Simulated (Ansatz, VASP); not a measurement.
## AlRu in VASP and in Ansatz

```
Al Ru
1.0
     2.99160    0.00000    0.03366
     0.00000    2.99160    0.00000
     0.03366    0.00000    2.99160
Al Ru
1 1
Direct
  0.00000 0.00000 0.00000
  0.50000 0.50000 0.50000
```

Change from the starting cell: strain +0.0225 x Voigt [0, 0, 0, 0, 1, 0], atoms carried along.

Alike in both runs: task single point; functional PBE; k mesh 16 × 16 × 16; occupations gaussian, width 0.15 eV; no spin polarisation.

|  | VASP | Ansatz |
| --- | --- | --- |
| version | VASP 6.6.1 | Ansatz 0.2.0 |
| potentials or method | VASP PAW PBE potentials, release 64 (Al, Ru_pv), cutoff 520 eV | scalar-relativistic, plane waves, PAW |
| valence electrons in the cell | 17 | 19 |

```csv
,VASP,Ansatz,Ansatz less VASP
gap on the k mesh at the Fermi level (eV),none,none,-
pressure (GPa),2.7,2.7,+0.03
"traceless stress, the component that is largest in VASP (GPa)",-2.93,-2.92,+0.008
```

A gap of «none» marks a metal or a gap that the smearing closes. VASP's potentials hold 17 valence electrons a cell and Ansatz's 19, so a difference there can come from the potentials and not from the codes.
